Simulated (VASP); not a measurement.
Here is a VASP 6.6.1 calculation.

File INCAR:

```
SYSTEM = LaRe
ALGO = Normal
EDIFF = 1E-7
ENCUT = 520
GGA = PS
ISIF = 2
ISMEAR = 0
LASPH = .True.
LCHARG = .False.
LREAL = .False.
LWAVE = .False.
NBANDS = 16
NELM = 60
PREC = Accurate
SIGMA = 0.05
```

Contents of KPOINTS:

```
k-points
0
Gamma
  8 8 8
  0 0 0
```

POSCAR

```
LaRe
1.0
    3.6519724124      0.0000000000      0.0000000000
    0.0000000000      3.6519724124      0.0000000000
    0.0000000000      0.0000000000      3.6519724124
La Re
1 1
Direct
    0.0000000000      0.0000000000      0.0000000000
    0.5000000000      0.5000000000      0.5000000000
```

Potentials or basis: VASP PAW PBE potentials, release 64 (La, Re).

Run with:

```bash
$ cat potpaw_PBE.64/La/POTCAR potpaw_PBE.64/Re/POTCAR > POTCAR
$ mpirun -np 1 vasp_std > vasp.out
```

(1) What does it give for the band gap on the k mesh?

(2) Predict the pressure.

Results:

(1) zero (bands 9 and 10 overlap by 1.83 eV).

(2) -9.2 GPa.

Caveat: the cell stands under tension; the PAW data sets were made with another functional, which shifts forces and pressure a little; spin-orbit coupling is left out, which moves the levels of the heavy elements.
